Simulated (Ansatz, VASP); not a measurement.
## Se in VASP and in Ansatz

```
Se
1.0
     0.00000    0.00000   -2.68287
     0.00000   -5.47983    0.00000
   -10.95966    0.00000    0.00000
Se
6
Direct
  0.00000 0.00000 0.50000
  0.00000 0.00000 0.00000
  0.00000 0.50000 0.00000
  0.00000 0.50000 0.50000
  0.00000 0.00000 0.75000
  0.00000 0.00000 0.25000
```

Alike in both runs: task single point; functional PBE; k mesh 8 × 4 × 2; occupations gaussian, width 0.2 eV; no spin polarisation.

|  | VASP | Ansatz |
| --- | --- | --- |
| version | VASP 6.6.1 | Ansatz 0.2.0 |
| potentials or method | VASP PAW PBE potentials, release 64 (Se), cutoff 520 eV | scalar-relativistic, plane waves, PAW |
| valence electrons in the cell | 36 | 96 |

Ansatz gave:

| Quantity | Value |
| --- | --- |
| gap on the k mesh at the Fermi level (eV) | none |
| pressure (GPa) | 0.6 |
| traceless stress, the component that is largest in VASP (GPa) | 2.29 |

Q: Estimate VASP's values.

A: gap on the k mesh at the Fermi level (eV): none; pressure (GPa): 0.7; traceless stress, the component that is largest in VASP (GPa): 2.30.

A gap of «none» marks a metal or a gap that the smearing closes. With one functional, cell and mesh, what is left measures potentials, basis and numerics. VASP's potentials hold 36 valence electrons a cell and Ansatz's 96, so a difference there can come from the potentials and not from the codes.
